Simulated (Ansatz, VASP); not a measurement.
## NaF in VASP and in Ansatz

INCAR

```
PREC = Accurate
ENCUT = 520
EDIFF = 1E-7
ISMEAR = 0
SIGMA = 0.05
LREAL = False
LASPH = True
NELM = 100
ALGO = Normal
ISIF = 2
LWAVE = False
LCHARG = False
GGA = PS
NBANDS = 14
```

The input KPOINTS:

```
Automatic mesh
0
Gamma
  10 10 10
```

The input POSCAR:

```
NaF
1.0
    3.3241511410      0.0000000000      0.0000000000
    1.6620755705      2.8787993342      0.0000000000
    1.6620755705      0.9595997780      2.7141580411
Na F
1 1
Direct
    0.0000000000      0.0000000000      0.0000000000
    0.5000000000      0.5000000000      0.5000000000
```

input.yaml

```yaml
crystal:
  lattice:
    - [3.324151141, 0.0, 0.0]
    - [1.6620755705, 2.8787993342, 0.0]
    - [1.6620755705, 0.959599778, 2.7141580411]
  atoms:
    - { symbol: Na, position: [0.0, 0.0, 0.0] }
    - { symbol: F, position: [0.5, 0.5, 0.5] }
hamiltonian:
  xc: pbesol
  pseudopotentials: { kind: paw }
kpoints:
  mp_grid: { grid: [10, 10, 10] }
scf:
  occupations: { method: gaussian, width: 0.05 }
output:
  forces: true
  stress: true
  eigenvalues: true
```

Alike in both runs: task single point; functional PBEsol; k mesh 10 × 10 × 10; occupations gaussian, width 0.05 eV; no spin polarisation.

```csv
,VASP,Ansatz
version,VASP 6.6.1,Ansatz 0.2.0
potentials or method,"VASP PAW PBE potentials, release 64 (Na_pv, F)",Ansatz PAW
plane-wave cutoff (eV),520,420
valence electrons in the cell,14,16
```

VASP gave:

| Quantity | Value |
| --- | --- |
| gap on the k mesh at the Fermi level (eV) | 5.94 |
| least direct gap on the mesh (eV) | 5.94 |
| pressure (GPa) | -2.1 |

Task: What did Ansatz give for the same quantities?

Result: gap on the k mesh at the Fermi level (eV): 5.96; least direct gap on the mesh (eV): 5.96; pressure (GPa): -2.0.

VASP's potentials were made for PBE, not for PBEsol. VASP's potentials hold 14 valence electrons a cell and Ansatz's 16, so a difference there can come from the potentials and not from the codes.
